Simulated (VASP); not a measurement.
# Mg5SiSb2 (P4/mmm) in VASP: further runs

Runs on Mg5SiSb2. Level: PBE. Tasks: relaxation of cell and atoms, single point.

All numbers are computed with VASP 6.6.1; they aren't measurements. Logs are shortened: lines on timing, memory, paths and dates and some standing lists are left out, and cuts for length are marked.

## (1) The cell of the first run

The structure is tetragonal, space group P4/mmm (No. 123). Conventional cell: a = 4.741 Å, b = 4.741 Å, c = 7.584 Å, α = 90.00°, β = 90.00°, γ = 90.00°. Within 3.1 Å of Mg (site symmetry mmm) lie 2 Si at 2.37 Å. Within 3.1 Å of Mg (site symmetry 4/mmm) lie 4 Mg at 2.37 Å. Mg (site symmetry mmm) has 2 Mg at 2.37 Å and 4 Sb at 2.91 Å within 3.1 Å. Si (site symmetry 4/mmm) has 4 Mg at 2.37 Å within 3.1 Å. Sb (site symmetry 4mm) has 12 Mg at 2.91 to 3.75 Å and 1 Sb at 3.38 Å within 3.8 Å.

## (2) Relaxation of cell and atoms, PBE

INCAR reads:

```
PREC = Accurate
ENCUT = 600
EDIFF = 1E-7
ISMEAR = 0
SIGMA = 0.1
LREAL = F
LASPH = T
NELM = 80
ALGO = Normal
ISIF = 3
LWAVE = F
LCHARG = F
GGA = PE
IBRION = 2
NSW = 90
EDIFFG = -0.04
```

KPOINTS reads:

```
regular mesh
0
Gamma
  4 4 2
```

POSCAR reads:

```
Mg5SiSb2
1.0
    4.7406080600      0.0000000000      0.0000000000
    0.0000000000      4.7406080600      0.0000000000
    0.0000000000      0.0000000000      7.5841223900
Mg Si Sb
5 1 2
Direct
    0.0000000000      0.5000000000      0.0000000000
    0.5000000000      0.0000000000      0.0000000000
    0.0000000000      0.0000000000      0.5000000000
    0.0000000000      0.5000000000      0.5000000000
    0.5000000000      0.0000000000      0.5000000000
    0.0000000000      0.0000000000      0.0000000000
    0.5000000000      0.5000000000      0.7230516000
    0.5000000000      0.5000000000      0.2769484000
```

Potentials or basis: VASP PAW PBE potentials, release 64 (Mg, Si, Sb).

The run is started by

```console
$ cat potpaw_PBE.64/Mg/POTCAR potpaw_PBE.64/Si/POTCAR potpaw_PBE.64/Sb/POTCAR > POTCAR
$ mpirun -np 1 vasp_std > vasp.out
```

OUTCAR:

```text
PREC = Accurate
   ENCUT = 600
   EDIFF = 1E-7
   ISMEAR = 0
   LREAL = F
   LASPH = T
   NELM = 80
   ISIF = 3
   GGA = PE
   IBRION = 2
   NSW = 90
   EDIFFG = -0.04

 ion  position               nearest neighbor table
   1  0.000  0.500  0.000-   6 2.37   6 2.37   8 3.17   7 3.17   7 3.17   8 3.17   2 3.35   2 3.35
                             2 3.35   2 3.35
   2  0.500  0.000  0.000-   6 2.37   6 2.37   8 3.17   7 3.17   8 3.17   7 3.17   1 3.35   1 3.35
                             1 3.35   1 3.35
   3  0.000  0.000  0.500-   4 2.37   5 2.37   4 2.37   5 2.37
   4  0.000  0.500  0.500-   3 2.37   3 2.37   8 2.91   7 2.91   7 2.91   8 2.91   5 3.35   5 3.35
                             5 3.35   5 3.35
   5  0.500  0.000  0.500-   3 2.37   3 2.37   8 2.91   7 2.91   8 2.91   7 2.91   4 3.35   4 3.35
                             4 3.35   4 3.35
   6  0.000  0.000  0.000-   1 2.37   2 2.37   1 2.37   2 2.37
   7  0.500  0.500  0.723-   4 2.91   5 2.91   5 2.91   4 2.91   2 3.17   1 3.17   1 3.17   2 3.17
                             8 3.38
   8  0.500  0.500  0.277-   4 2.91   5 2.91   5 2.91   4 2.91   2 3.17   1 3.17   1 3.17   2 3.17
                             7 3.38

  LATTYP: Found a simple tetragonal cell.
 ALAT       =     4.7406080600
 C/A-ratio  =     1.5998205914

  Lattice vectors:

 A1 = (   4.7406080600,   0.0000000000,   0.0000000000)
 A2 = (   0.0000000000,   4.7406080600,   0.0000000000)
 A3 = (   0.0000000000,   0.0000000000,   7.5841223900)

Analysis of symmetry for initial positions (statically):
=====================================================================
 Subroutine PRICEL returns:
 Original cell was already a primitive cell.

 Routine SETGRP: Setting up the symmetry group for a
 simple tetragonal supercell.

 Subroutine GETGRP returns: Found 16 space group operations
 (whereof 16 operations were pure point group operations)
 out of a pool of 16 trial point group operations.

The static configuration has the point symmetry D_4h.

Analysis of symmetry for dynamics (positions and initial velocities):
=====================================================================
 Subroutine PRICEL returns:
 Original cell was already a primitive cell.

 Routine SETGRP: Setting up the symmetry group for a
 simple tetragonal supercell.

 Subroutine GETGRP returns: Found 16 space group operations
 (whereof 16 operations were pure point group operations)
 out of a pool of 16 trial point group operations.

The dynamic configuration has the point symmetry D_4h.

 Subroutine INISYM returns: Found 16 space group operations
 (whereof 16 operations are pure point group operations),
 and found     1 'primitive' translations

----------------------------------------------------------------------------------------

                                     Primitive cell

  volume of cell :     170.4407

  direct lattice vectors                    reciprocal lattice vectors
     4.740608060  0.000000000  0.000000000     0.210943404  0.000000000  0.000000000
     0.000000000  4.740608060  0.000000000     0.000000000  0.210943404  0.000000000
     0.000000000  0.000000000  7.584122390     0.000000000  0.000000000  0.131854412

  length of vectors
     4.740608060  4.740608060  7.584122390     0.210943404  0.210943404  0.131854412

  position of ions in fractional coordinates (direct lattice)
     0.000000000  0.500000000  0.000000000
     0.500000000  0.000000000  0.000000000
     0.000000000  0.000000000  0.500000000
     0.000000000  0.500000000  0.500000000
     0.500000000  0.000000000  0.500000000
     0.000000000  0.000000000  0.000000000
     0.500000000  0.500000000  0.723051600
     0.500000000  0.500000000  0.276948400

  ion indices of the primitive-cell ions
   primitive index   ion index
                 1           1
                 2           2
                 3           3
                 4           4
                 5           5
                 6           6
                 7           7
                 8           8

----------------------------------------------------------------------------------------

 KPOINTS: regular mesh

Automatic generation of k-mesh.
 Grid dimensions read from file:
 generate k-points for:    4    4    2

 Generating k-lattice:

  Cartesian coordinates                     Fractional coordinates (reciprocal lattice)
     0.052735851  0.000000000  0.000000000     0.250000000  0.000000000  0.000000000
     0.000000000  0.052735851  0.000000000     0.000000000  0.250000000  0.000000000
     0.000000000  0.000000000  0.065927206     0.000000000  0.000000000  0.500000000

  Length of vectors
     0.052735851  0.052735851  0.065927206

  Shift w.r.t. Gamma in fractional coordinates (k-lattice)
     0.000000000  0.000000000  0.000000000

 Subroutine IBZKPT returns following result:
 ===========================================

 Found     12 irreducible k-points:

 Following reciprocal coordinates:
            Coordinates               Weight
  0.000000  0.000000  0.000000      1.000000
  0.250000  0.000000  0.000000      4.000000
  0.500000  0.000000  0.000000      2.000000
  0.250000  0.250000  0.000000      4.000000
  0.500000  0.250000  0.000000      4.000000
  0.500000  0.500000  0.000000      1.000000
  0.000000  0.000000  0.500000      1.000000
  0.250000  0.000000  0.500000      4.000000
  0.500000  0.000000  0.500000      2.000000
  0.250000  0.250000  0.500000      4.000000
  0.500000  0.250000  0.500000      4.000000
  0.500000  0.500000  0.500000      1.000000
   k-points           NKPTS =     12   k-points in BZ     NKDIM =     12   number of bands    NBANDS=     17
   number of dos      NEDOS =    301   number of ions     NIONS =      8
   total plane-waves  NPLWV = 102400
   dimension x,y,z NGX =    40 NGY =   40 NGZ =   64
   dimension x,y,z NGXF=    80 NGYF=   80 NGZF=  128
   ions per type =               5   1   2
   NGX,Y,Z   is equivalent  to a cutoff of  14.03, 14.03, 14.03 a.u.
   NGXF,Y,Z  is equivalent  to a cutoff of  28.05, 28.05, 28.06 a.u.
 SYSTEM =  unknown system
   PREC   = accura    normal or accurate (medium, high low for compatibility)
   ISTART =      0    job   : 0-new  1-cont  2-samecut
   ICHARG =      2    charge: 1-file 2-atom 10-const
   ISPIN  =      1    spin polarized calculation?
   LNONCOLLINEAR =      F non collinear calculations
   LSORBIT =      F    spin-orbit coupling
   LASPH  =      T    aspherical Exc in radial PAW
   ENCUT  =  600.0 eV  44.10 Ry    6.64 a.u.   9.47  9.47 15.15*2*pi/ulx,y,z
   NELM   =     80;   NELMIN=  2; NELMDL= -5     # of ELM steps
   EDIFF  = 0.1E-06   stopping-criterion for ELM
   LREAL  =      F    real-space projection
   EDIFFG = -.4E-01   stopping-criterion for IOM
   NSW    =     90    number of steps for IOM
   IBRION =      2    ionic relax: 0-MD 1-quasi-New 2-CG
   NFREE  =      1    steps in history (QN), initial steepest desc. (CG)
   ISIF   =      3    stress and relaxation
   ISYM   =      2    0-nonsym 1-usesym 2-fastsym
   POTIM  = 0.5000    time-step for ionic-motion
   TEBEG  =    0.0;   TEEND  =   0.0 temperature during run
   PSTRESS=    0.0 pullay stress
   NELECT =      24.0000    total number of electrons
   NUPDOWN=      -1.0000    fix difference up-down
   EMIN   =  10.00;   EMAX   =-10.00  energy-range for DOS
   EFERMI =   0.00;   METHOD = LEGACY
   ISMEAR =     0;   SIGMA  =   0.10  broadening in eV -4-tet -1-fermi 0-gaus
   EFERMI_NEDOS =   21; number of points for ismear=-14 and -15
   IALGO  =     38    algorithm
   IMIX   =      4    mixing-type and parameters
     AMIX     =   0.40;   BMIX     =  1.00
     AMIX_MAG =   1.60;   BMIX_MAG =  1.00
  volume/ion in A,a.u.               =      21.31       143.77
  Fermi-wavevector in a.u.,A,eV,Ry     =   0.851702  1.609483  9.869605  0.725396
  Thomas-Fermi vector in A             =   1.967875
   LORBIT       =      0    0 simple, 1 ext, 2 COOP (PROOUT), +10 PAW based schemes
   GGA     = PE    functional components
   LHFCALC =     F    Hartree Fock is set to
   AEXX    =    0.0000 exact exchange contribution
   IVDW    =     0    specifies the selected vdW correction
   LEPSILON=     F    determine dielectric tensor
   LRPA    =     F    only Hartree local field effects (RPA)
 conjugate gradient relaxation of ions
 non-spin polarized calculation
 Gauss-broadening in eV      SIGMA  =   0.10
  energy-cutoff  :      600.00
  volume of cell :      170.44
 maximum number of plane-waves:      5716
 NGX is ok and might be reduce to    40
   NGX = 19   NGY = 19   NGZ = 31

--------------------------------------- Ionic step        1  -------------------------------------------

 number of electron      24.0000001 magnetization

 Free energy of the ion-electron system (eV)
  ---------------------------------------------------
  ext. energy  EPLUGINS =         0.00000000
  ---------------------------------------------------
  free energy    TOTEN  =       -16.68169469 eV

  energy without entropy =      -16.65765261  energy(sigma->0) =      -16.66967365

 E-fermi :   5.1739     XC(G=0):  -9.3729

 val. band max:        5.1459901818   @ k =   0.2500   0.0000   0.5000
 cond. band min:       5.2332666091   @ k =   0.0000   0.0000   0.0000
 fundamental gap:      0.0872764273
 Fermi energy:         5.1738618770

 k-point     1 :       0.0000    0.0000    0.0000
  band No.  band energies     occupation
      1      -5.6887      2.00000
      2      -3.8796      2.00000
      3      -2.6464      2.00000
      4       0.4338      2.00000
      5       1.8873      2.00000
      6       1.8873      2.00000
[... 9 lines left out ...]
     16       7.5081      0.00000
     17       7.5085      0.00000
[... 337 lines left out ...]
  FREE ENERGIE OF THE ION-ELECTRON SYSTEM (eV)
  ---------------------------------------------------
  free  energy   TOTEN  =       -18.9612952380 eV

  energy  without entropy=      -18.9316864196  energy(sigma->0) =      -18.94649083

[... ionic steps 4 to 10 ...]

--------------------------------------- Ionic step       11  -------------------------------------------

 number of electron      23.9999998 magnetization

------------------------ aborting loop because EDIFF is reached ----------------------------------------

  FORCE on cell =-STRESS in cart. coord.  units (eV):
  Direction    XX          YY          ZZ          XY          YZ          ZX
  --------------------------------------------------------------------------------------
  -------------------------------------------------------------------------------------
  Total       -0.0159780     -0.0159780     -0.2233263      0.0000000      0.0000000      0.0000000
  in kB       -0.1298041     -0.1298041     -1.8142820      0.0000000      0.0000000      0.0000000
  external PRESSURE =      -0.6912968 kB  Pullay stress =       0.0000000 kB
[... 69 lines left out ...]
  energy  without entropy=      -19.7238420398  energy(sigma->0) =      -19.73370774

--------------------------------------- Ionic step       13  -------------------------------------------

 number of electron      23.9999998 magnetization

 Free energy of the ion-electron system (eV)
  ---------------------------------------------------
  ext. energy  EPLUGINS =         0.00000000
  ---------------------------------------------------
  free energy    TOTEN  =       -19.74397257 eV

  energy without entropy =      -19.72542720  energy(sigma->0) =      -19.73469989

 E-fermi :   4.1798     XC(G=0):  -8.9232

 val. band max:        4.1789581570   @ k =   0.5000   0.2500   0.5000
 cond. band min:       4.2303003990   @ k =   0.2500   0.2500   0.0000
 fundamental gap:      0.0513422419
 Fermi energy:         4.1798279883

 k-point     1 :       0.0000    0.0000    0.0000
  band No.  band energies     occupation
      1      -6.1468      2.00000
      2      -3.8424      2.00000
      3      -2.9141      2.00000
      4      -0.7758      2.00000
      5       0.7005      2.00000
      6       0.7005      2.00000
[... 9 lines left out ...]
     16       5.5635      0.00000
     17       6.2246      0.00000
[... 253 lines left out ...]
  FREE ENERGIE OF THE ION-ELECTRON SYSTEM (eV)
  ---------------------------------------------------
  free  energy   TOTEN  =       -19.7439725684 eV

  energy  without entropy=      -19.7254272033  energy(sigma->0) =      -19.73469989

 reached required accuracy - stopping structural energy minimisation
```

It took 5.9 min on 1 thread of Intel Xeon Platinum 8488C (Sapphire Rapids), shared host; peak memory 0.35 GiB.

What came out:

```
Free energy                            : -19.7440 eV
Relaxed volume                         : 24.60 Å³/atom
Relaxed cell                           : a = 5.441 Å, b = 5.441 Å, c = 6.649 Å, α = 90.00°, β = 90.00°, γ = 90.00°
Space group after relaxing (to 0.05 Å) : P4/mmm (No. 123)
Energy gained by relaxing              : 382.8 meV/atom
Ionic steps                            : 13
Pressure after relaxing                : 0.0 GPa
Band gap on the k mesh                 : zero (band 12 reaches 4.67 eV, above the bottom of band 13 at 3.51 eV)
```

Stress tensor (GPa, compression positive):
```
 0.07  0.00  0.00
 0.00  0.07  0.00
 0.00  0.00 -0.03
```

Step by step:
```
step  energy change (eV)  largest force (eV/Å)  pressure (GPa)  volume (Å³)
   1              0.0000                0.6432           13.91       170.44
   2             -2.2780                0.2520           -1.79       219.35
   3             -2.2796                0.2563           -1.48       217.41
   4             -2.5480                0.4221           -1.38       211.97
   5             -2.8895                0.8094            0.69       194.21
   6             -2.9292                0.7694           -0.59       201.12
   7             -2.9499                0.8519           -0.23       198.64
   8             -3.0245                0.4213            0.23       195.54
   9             -3.0363                0.1736            0.63       193.57
  10             -3.0608                0.0745           -0.08       197.27
  11             -3.0608                0.0759           -0.07       197.22
  12             -3.0619                0.0410           -0.02       197.03
  13             -3.0623                0.0007            0.04       196.83
```

Final structure:
```
CELL_PARAMETERS angstrom
5.44073 0.00000 0.00000
0.00000 5.44073 0.00000
0.00000 0.00000 6.64921
ATOMIC_POSITIONS crystal
Mg 0.00000 0.50000 0.00000
Mg 0.50000 0.00000 0.00000
Mg 0.00000 0.00000 0.50000
Mg 0.00000 0.50000 0.50000
Mg 0.50000 0.00000 0.50000
Si 0.00000 0.00000 0.00000
Sb 0.50000 0.50000 0.75532
Sb 0.50000 0.50000 0.24468
```

Levels at points of the mesh, in eV from the Fermi level:
```csv
k point,band 10,band 11,band 12,band 13,band 14,band 15
"(0.00, 0.00, 0.00)",-0.77,-0.77,-0.55,-0.55,0.88,0.88
"(0.50, 0.00, 0.00)",-1.74,-0.53,0.21,0.37,0.73,1.09
"(0.50, 0.50, 0.00)",-1.66,-1.66,-1.50,1.32,1.32,3.39
"(0.00, 0.00, 0.50)",-1.48,-0.82,-0.67,0.12,0.12,1.24
"(0.50, 0.00, 0.50)",-1.51,-1.05,-0.81,-0.67,-0.06,0.43
"(0.50, 0.50, 0.50)",-0.95,0.49,0.49,0.93,1.77,1.77
```

Caveat: the k points lie up to 0.47 Å⁻¹ apart in the final cell; the volume moved by over 15 % at a fixed basis, so the end points are rough; spin-orbit coupling is left out, which moves the levels of the heavy elements.

## (3) Single point, PBE

This run uses another cell than the first one, of 24.40 Å³/atom, 1.145 times its volume.

INCAR reads:

```
PREC     = Accurate       # precision mode
ENCUT    = 520            # plane-wave cutoff, eV
EDIFF    = 1E-6           # SCF threshold, eV
ISMEAR   = 0              # smearing method
SIGMA    = 0.1            # smearing width, eV
LREAL    = False          # projectors in reciprocal space
LASPH    = True           # aspherical terms in the spheres
NELM     = 80             # most SCF steps
ALGO     = Fast           # electronic algorithm
ISIF     = 2              # what is computed and relaxed
LWAVE    = False          # write WAVECAR
LCHARG   = False          # write CHGCAR
GGA      = PE             # functional
NBANDS   = 22             # bands
```

KPOINTS reads:

```
Automatic mesh
0
Gamma
  8 8 6
```

POSCAR reads:

```
Mg5SiSb2
1.0
    5.6061601957      0.0000000000      0.0000000000
    0.0000000000      5.6061601957      0.0000000000
    0.0000000000      0.0000000000      6.2103038868
Mg Si Sb
5 1 2
Direct
    0.0000000000      0.5000000000      0.0000000000
    0.5000000000      0.0000000000      0.0000000000
    0.0000000000      0.0000000000      0.5000000000
    0.0000000000      0.5000000000      0.5000000000
    0.5000000000      0.0000000000      0.5000000000
    0.0000000000      0.0000000000      0.0000000000
    0.5000000000      0.5000000000      0.7486721282
    0.5000000000      0.5000000000      0.2513278718
```

Potentials or basis: VASP PAW PBE potentials, release 64 (Mg, Si, Sb).

The run is started by

```console
$ cat potpaw_PBE.64/Mg/POTCAR potpaw_PBE.64/Si/POTCAR potpaw_PBE.64/Sb/POTCAR > POTCAR
$ mpirun -np 1 vasp_std > vasp.out
```

It took 3.5 min on 1 thread of Intel Xeon Platinum 8488C (Sapphire Rapids), shared host; peak memory 0.44 GiB.

The run converged. Its results:

| Property | Result |
| --- | --- |
| Free energy | -19.7877 eV |
| Pressure | -0.1 GPa |
| Largest force | 0.007 eV/Å |
| Band gap on the k mesh | zero (band 12 reaches 5.03 eV, above the bottom of band 13 at 3.63 eV) |

Forces on the atoms (eV/Å):
```
Mg   0.000  0.000  0.000
Mg   0.000  0.000  0.000
Mg   0.000  0.000  0.000
Mg   0.000  0.000  0.000
Mg   0.000  0.000  0.000
Si   0.000  0.000  0.000
Sb   0.000  0.000  0.007
Sb   0.000  0.000 -0.007
```

Levels at points of the mesh, in eV from the Fermi level:
```csv
k point,band 8,band 9,band 10,band 11,band 12,band 13,band 14,band 15,band 16,band 17
"(0.00, 0.00, 0.00)",-2.01,-1.61,-0.61,-0.61,-0.55,-0.55,0.94,0.94,1.24,1.40
"(0.50, 0.00, 0.00)",-2.77,-1.79,-1.76,-0.41,0.24,0.29,0.96,1.09,1.97,2.29
"(0.50, 0.50, 0.00)",-1.98,-1.98,-1.47,-1.21,-1.21,0.95,0.95,3.17,3.94,3.99
"(0.00, 0.00, 0.50)",-2.71,-1.15,-1.03,-0.97,-0.81,0.04,0.04,0.96,1.48,1.48
"(0.50, 0.00, 0.50)",-2.19,-1.89,-1.42,-1.20,-0.66,-0.58,-0.12,1.31,2.55,2.61
"(0.50, 0.50, 0.50)",-3.66,-0.58,-0.49,0.63,0.63,1.56,2.05,2.05,3.01,3.87
```

Caveat: spin-orbit coupling is left out, which moves the levels of the heavy elements.
